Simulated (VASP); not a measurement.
The system is Ir.

```xyz
1
Lattice="0.0000 1.9222 1.9222 1.9222 0.0000 1.9222 1.9222 1.9222 0.0000" Properties=species:S:1:pos:R:3 pbc="T T T"
Ir    0.0000    0.0000    0.0000
```

Base run:

```yaml
Program: VASP 6.6.1
Functional: r2SCAN
Potentials_or_basis: VASP PAW PBE potentials, release 64 (Ir_sv_GW)
Cutoff: 550 eV
k_mesh: 18 × 18 × 18
Occupations: gaussian, width 0.1 eV
Spin: no spin polarisation
```

Its results: pressure -2.2 GPa.

Q: The run is repeated on the same cell with these changes: potentials or basis from VASP PAW PBE potentials, release 64 (Ir_sv_GW) to VASP PAW PBE potentials, release 64 (Ir); cutoff from 550 eV to 520 eV; further incar settings from ALGO = Normal; EDIFF = 1e-06; NBANDS = 14 to ALGO = Normal; EDIFF = 1e-06; NBANDS = 10; valence electrons from 17 to 9. What comes out?

A: Pressure 2.4 GPa.

Caveats: the PAW data sets were made with another functional, which shifts forces and pressure a little.
